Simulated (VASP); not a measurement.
# C9O in VASP: relaxation of the atoms with PBE+D3(BJ)

Aim: the relaxation of the atoms of C9O with PBE+D3(BJ).

Everything below comes from runs of VASP 6.6.1. Logs are shortened: lines on timing, memory, paths and dates and some standing lists are left out, and cuts for length are marked.

## (1) The cell of the first run

The cell holds a slab with vacuum, 10 atoms: a = 4.931 Å, b = 4.931 Å, c = 16.650 Å, α = 90.00°, β = 90.00°, γ = 120.00°.

## (2) Relaxation of the atoms, PBE+D3(BJ)

INCAR

```
SYSTEM = C9O
  ALGO = Normal
  DIPOL = 0.5 0.5 0.265
  EDIFF = 1E-7
  EDIFFG = -0.025
  ENCUT = 520
  GGA = PE
  GGA_COMPAT = .False.
  IBRION = 2
  IDIPOL = 3
  ISIF = 2
  ISMEAR = 0
  IVDW = 12
  LASPH = .True.
  LCHARG = .False.
  LDIPOL = .True.
  LREAL = .False.
  LWAVE = .False.
  NELM = 120
  NELMDL = -8
  NELMIN = 4
  NSW = 36
  PREC = Accurate
  SIGMA = 0.1
```

KPOINTS

```
k-points
0
Gamma
  6 6 1
  0 0 0
```

POSCAR

```
C9O
1.0
    4.9313048819      0.0000000000      0.0000000000
   -2.4656524409      4.2706353015      0.0000000000
    0.0000000000      0.0000000000     16.6500331942
C O
9 1
Selective dynamics
Direct
    0.3333333333      0.1666666667      0.2402417549  F F F
    0.3333333333      0.6666666667      0.2402417549  F F F
    0.8333333333      0.1666666667      0.2402417549  F F F
    0.8333333333      0.6666666667      0.2402417549  F F F
    0.1666666667      0.3333333333      0.2402397613  F F F
    0.1666666667      0.8333333333      0.2402397613  F F F
    0.6666666667      0.3333333333      0.2402397613  F F F
    0.6666666667      0.8333333333      0.2402397613  F F F
    0.5000000000      0.5000000000      0.3291304666  F F T
    0.5000000000      0.5000000000      0.3981993980  F F T
```

Potentials or basis: VASP PAW PBE potentials, release 64 (C, O).

Command:

```sh
$ cat potpaw_PBE.64/C/POTCAR potpaw_PBE.64/O/POTCAR > POTCAR
$ mpirun -np 1 vasp_std > vasp.out
```

OUTCAR:

```text
SYSTEM = C9O
   EDIFF = 1E-7
   EDIFFG = -0.025
   ENCUT = 520
   GGA = PE
   IBRION = 2
   ISIF = 2
   ISMEAR = 0
   IVDW = 12
   LASPH = .True.
   LREAL = .False.
   NELM = 120
   NELMDL = -8
   NELMIN = 4
   NSW = 36
   PREC = Accurate
 IVDW          = 12

 ion  position               nearest neighbor table
   1  0.333  0.167  0.240-   5 1.42   6 1.42   7 1.42   9 2.05
   2  0.333  0.667  0.240-   6 1.42   5 1.42   8 1.42   9 2.05
   3  0.833  0.167  0.240-   7 1.42   8 1.42   5 1.42
   4  0.833  0.667  0.240-   8 1.42   7 1.42   6 1.42   9 2.05
   5  0.167  0.333  0.240-   1 1.42   2 1.42   3 1.42   9 2.05
   6  0.167  0.833  0.240-   2 1.42   1 1.42   4 1.42
   7  0.667  0.333  0.240-   3 1.42   4 1.42   1 1.42   9 2.05
   8  0.667  0.833  0.240-   4 1.42   3 1.42   2 1.42   9 2.05
   9  0.500  0.500  0.329-  10 1.15   1 2.05   4 2.05   2 2.05   8 2.05   5 2.05   7 2.05
  10  0.500  0.500  0.398-   9 1.15

  LATTYP: Found a hexagonal cell.
 ALAT       =     4.9313048819
 C/A-ratio  =     3.3763950096

  Lattice vectors:

 A1 = (   4.9313048819,   0.0000000000,   0.0000000000)
 A2 = (  -2.4656524409,   4.2706353015,   0.0000000000)
 A3 = (   0.0000000000,   0.0000000000,  16.6500331942)

Analysis of symmetry for initial positions (statically):
=====================================================================
 Subroutine PRICEL returns:
 Original cell was already a primitive cell.

 Routine SETGRP: Setting up the symmetry group for a
 hexagonal supercell.

 Subroutine GETGRP returns: Found 12 space group operations
 (whereof  4 operations were pure point group operations)
 out of a pool of 24 trial point group operations.

The static configuration has the point symmetry C_2v.
 The point group associated with its full space group is C_6v.

Analysis of symmetry for dynamics (positions and initial velocities):
=====================================================================
 Subroutine PRICEL returns:
 Original cell was already a primitive cell.

 Routine SETGRP: Setting up the symmetry group for a
 hexagonal supercell.

 Subroutine GETGRP returns: Found 12 space group operations
 (whereof  4 operations were pure point group operations)
 out of a pool of 24 trial point group operations.

The dynamic configuration has the point symmetry C_2v.
 The point group associated with its full space group is C_6v.

Analysis of constrained symmetry for selective dynamics:
=====================================================================
 Subroutine PRICEL returns:
 Original cell was already a primitive cell.

 Routine SETGRP: Setting up the symmetry group for a
 hexagonal supercell.

 Subroutine GETGRP returns: Found 12 space group operations
 (whereof  4 operations were pure point group operations)
 out of a pool of 24 trial point group operations.

The constrained configuration has the point symmetry C_2v.
 The point group associated with its full space group is C_6v.

 Subroutine INISYM returns: Found 12 space group operations
 (whereof  4 operations are pure point group operations),
 and found     1 'primitive' translations

----------------------------------------------------------------------------------------

                                     Primitive cell

  volume of cell :     350.6464

  direct lattice vectors                    reciprocal lattice vectors
     4.931304882  0.000000000  0.000000000     0.202786083  0.117078599  0.000000000
    -2.465652441  4.270635301  0.000000000     0.000000000  0.234157199  0.000000000
     0.000000000  0.000000000 16.650033194     0.000000000  0.000000000  0.060059940

  length of vectors
     4.931304882  4.931304882 16.650033194     0.234157199  0.234157199  0.060059940

  position of ions in fractional coordinates (direct lattice)
     0.333333333  0.166666667  0.240241755
     0.333333333  0.666666667  0.240241755
     0.833333333  0.166666667  0.240241755
     0.833333333  0.666666667  0.240241755
     0.166666667  0.333333333  0.240239761
     0.166666667  0.833333333  0.240239761
     0.666666667  0.333333333  0.240239761
     0.666666667  0.833333333  0.240239761
     0.500000000  0.500000000  0.329130467
     0.500000000  0.500000000  0.398199398

  ion indices of the primitive-cell ions
[... 48 lines left out ...]
   number of dos      NEDOS =    301   number of ions     NIONS =     10
   total plane-waves  NPLWV = 201600
   dimension x,y,z NGX =    40 NGY =   40 NGZ =  126
   dimension x,y,z NGXF=    80 NGYF=   80 NGZF=  252
   ions per type =               9   1
   NGX,Y,Z   is equivalent  to a cutoff of  13.48, 13.48, 12.58 a.u.
   NGXF,Y,Z  is equivalent  to a cutoff of  26.97, 26.97, 25.16 a.u.
 SYSTEM =  C9O
   PREC   = accura    normal or accurate (medium, high low for compatibility)
   ISTART =      0    job   : 0-new  1-cont  2-samecut
   ICHARG =      2    charge: 1-file 2-atom 10-const
   ISPIN  =      1    spin polarized calculation?
   LNONCOLLINEAR =      F non collinear calculations
   LSORBIT =      F    spin-orbit coupling
   LASPH  =      T    aspherical Exc in radial PAW
   ENCUT  =  520.0 eV  38.22 Ry    6.18 a.u.   9.17  9.17 30.96*2*pi/ulx,y,z
   NELM   =    120;   NELMIN=  4; NELMDL= -8     # of ELM steps
   EDIFF  = 0.1E-06   stopping-criterion for ELM
   LREAL  =      F    real-space projection
   EDIFFG = -.3E-01   stopping-criterion for IOM
   NSW    =     36    number of steps for IOM
   IBRION =      2    ionic relax: 0-MD 1-quasi-New 2-CG
   NFREE  =      1    steps in history (QN), initial steepest desc. (CG)
   ISIF   =      2    stress and relaxation
   ISYM   =      2    0-nonsym 1-usesym 2-fastsym
   POTIM  = 0.5000    time-step for ionic-motion
   TEBEG  =    0.0;   TEEND  =   0.0 temperature during run
   PSTRESS=    0.0 pullay stress
   NELECT =      42.0000    total number of electrons
   NUPDOWN=      -1.0000    fix difference up-down
   EMIN   =  10.00;   EMAX   =-10.00  energy-range for DOS
   EFERMI =   0.00;   METHOD = LEGACY
   ISMEAR =     0;   SIGMA  =   0.10  broadening in eV -4-tet -1-fermi 0-gaus
   EFERMI_NEDOS =   21; number of points for ismear=-14 and -15
   IALGO  =     38    algorithm
   IMIX   =      4    mixing-type and parameters
     AMIX     =   0.40;   BMIX     =  1.00
     AMIX_MAG =   1.60;   BMIX_MAG =  1.00
  volume/ion in A,a.u.               =      35.06       236.63
  Fermi-wavevector in a.u.,A,eV,Ry     =   0.806990  1.524990  8.860559  0.651233
  Thomas-Fermi vector in A             =   1.915526
   LORBIT       =      0    0 simple, 1 ext, 2 COOP (PROOUT), +10 PAW based schemes
   GGA     = PE    functional components
   LHFCALC =     F    Hartree Fock is set to
   AEXX    =    0.0000 exact exchange contribution
   IVDW    =    12    specifies the selected vdW correction
   LEPSILON=     F    determine dielectric tensor
   LRPA    =     F    only Hartree local field effects (RPA)
 conjugate gradient relaxation of ions
 non-spin polarized calculation
 Gauss-broadening in eV      SIGMA  =   0.10
  energy-cutoff  :      520.00
  volume of cell :      350.65
 maximum number of plane-waves:      9451
 NGX is ok and might be reduce to    40
   NGX = 19   NGY = 19   NGZ = 61

--------------------------------------- Ionic step        1  -------------------------------------------

 number of electron      41.9999998 magnetization

 Free energy of the ion-electron system (eV)
  ---------------------------------------------------
  ext. energy  EPLUGINS =         0.00000000
  ---------------------------------------------------
  free energy    TOTEN  =       -84.68350006 eV

  energy without entropy =      -84.67850257  energy(sigma->0) =      -84.68100132

------------------------ aborting loop because EDIFF is reached ----------------------------------------

 Edisp (eV)   -0.83008

 E8    (eV) :    -0.2548
[... 129 lines left out ...]
  FREE ENERGIE OF THE ION-ELECTRON SYSTEM (eV)
  ---------------------------------------------------
  free  energy   TOTEN  =       -86.2484499460 eV

  energy  without entropy=      -86.2391496999  energy(sigma->0) =      -86.24379982

 dipolmoment           0.000000      0.000000      0.000538 electrons x Angstroem

[... ionic steps 4 to 12 ...]

--------------------------------------- Ionic step       13  -------------------------------------------

 number of electron      41.9999999 magnetization

------------------------ aborting loop because EDIFF is reached ----------------------------------------
[... 45 lines left out ...]
 number of electron      41.9999999 magnetization

------------------------ aborting loop because EDIFF is reached ----------------------------------------

 vacuum level on the upper side and lower side of the slab       (xc-potential included)        -0.167        -0.064

 Edisp (eV)   -0.84494

 E8    (eV) :    -0.2554

  FORCE on cell =-STRESS in cart. coord.  units (eV):
  Direction    XX          YY          ZZ          XY          YZ          ZX
  --------------------------------------------------------------------------------------
  -------------------------------------------------------------------------------------
  Total       0.19836     0.19836     0.00142     0.00000     0.00000     0.00000
  in kB       0.90635     0.90635     0.00651     0.00000     0.00000     0.00000
  external pressure =        0.61 kB  Pullay stress =        0.00 kB
[... 31 lines left out ...]
--------------------------------------- Ionic step       15  -------------------------------------------

 number of electron      41.9999999 magnetization

 dipolmoment           0.000000      0.000000     -0.009450 electrons x Angstroem

 Free energy of the ion-electron system (eV)
  ---------------------------------------------------
  ext. energy  EPLUGINS =         0.00000000
  ---------------------------------------------------
  free energy    TOTEN  =       -88.56906123 eV

  energy without entropy =      -88.56279246  energy(sigma->0) =      -88.56592685

 E-fermi :  -1.9158     XC(G=0):  -3.5545

 val. band max:       -1.9158488003   @ k =   0.3333   0.3333   0.0000
 cond. band min:      -1.9158473100   @ k =   0.3333   0.3333   0.0000
 fundamental gap:      0.0000014903
 Fermi energy:        -1.9158480551

 k-point     1 :       0.0000    0.0000    0.0000
  band No.  band energies     occupation
      1     -27.1366      2.00000
      2     -21.4312      2.00000
      3     -16.1936      2.00000
      4     -16.1856      2.00000
      5     -16.1856      2.00000
      6     -15.1492      2.00000
[... 199 lines left out ...]
     26       3.5791      0.00000
     27       4.3629      0.00000

------------------------ aborting loop because EDIFF is reached ----------------------------------------

 vacuum level on the upper side and lower side of the slab       (xc-potential included)        -0.066         0.032

 Edisp (eV)   -0.84513

 E8    (eV) :    -0.2555

  FORCE on cell =-STRESS in cart. coord.  units (eV):
  Direction    XX          YY          ZZ          XY          YZ          ZX
  --------------------------------------------------------------------------------------
  -------------------------------------------------------------------------------------
  Total       0.19849     0.19849    -0.12519     0.00000     0.00000     0.00000
  in kB       0.90696     0.90696    -0.57200     0.00000     0.00000     0.00000
  external pressure =        0.41 kB  Pullay stress =        0.00 kB
[... 25 lines left out ...]
  FREE ENERGIE OF THE ION-ELECTRON SYSTEM (eV)
  ---------------------------------------------------
  free  energy   TOTEN  =       -89.4141950716 eV

  energy  without entropy=      -89.4079262985  energy(sigma->0) =      -89.41106069

 reached required accuracy - stopping structural energy minimisation

 vacuum level on the upper side and lower side of the slab         2.233         2.332
```

Run time: 24 min. Hardware: 1 thread of AMD EPYC 7R13 (Zen 3), shared host; peak memory 0.49 GiB.

What came out:

| Property | Result |
| --- | --- |
| Free energy | -89.4142 eV |
| Energy gained by relaxing | 390.1 meV/atom |
| Ionic steps | 15 |
| Band gap on the k mesh | zero (filled and empty bands touch) |
| Dispersion energy per atom | -0.085 eV |

The path:
```tsv
step	energy change (eV)	largest force on free atoms (eV/Å)	pressure (GPa)
1	0.0000	4.2839	3.56
2	-0.7269	13.7411	4.89
3	-0.7349	15.2678	5.08
4	-0.8260	15.0587	5.01
5	-1.0932	14.4486	4.76
6	-1.5824	13.2851	4.27
7	-2.3649	11.1469	3.28
8	-3.2883	7.4981	1.90
9	-3.8658	1.9431	0.44
10	-3.8864	1.2238	0.29
11	-3.9002	0.1414	0.08
12	-3.9005	0.0595	0.04
13	-3.9004	0.2503	0.00
14	-3.9006	0.1069	0.06
15	-3.9006	0.0092	0.04
```

Final structure:
```xyz
10
Lattice="4.9313 0.0000 0.0000 -2.4657 4.2706 0.0000 0.0000 0.0000 16.6500" Properties=species:S:1:pos:R:3 pbc="T T T"
C     1.2328    0.7118    4.0000
C     0.0000    2.8471    4.0000
C     3.6985    0.7118    4.0000
C     2.4657    2.8471    4.0000
C     0.0000    1.4235    4.0000
C    -1.2328    3.5589    4.0000
C     2.4657    1.4235    4.0000
C     1.2328    3.5589    4.0000
C     1.2328    2.1353    7.2316
O     1.2328    2.1353    8.3753
```

Levels at points of the mesh, in eV from the Fermi level:
| k point | band 17 | band 18 | band 19 | band 20 | band 21 | band 22 | band 23 | band 24 | band 25 | band 26 |
| --- | --- | --- | --- | --- | --- | --- | --- | --- | --- | --- |
| (0.00, 0.00, 0.00) | -3.04 | -3.04 | -2.36 | -2.36 | -2.36 | 1.68 | 1.68 | 1.68 | 2.08 | 2.08 |
| (0.50, 0.00, 0.00) | -5.05 | -5.04 | -4.88 | -2.74 | -2.72 | 1.61 | 2.00 | 2.82 | 2.83 | 5.02 |
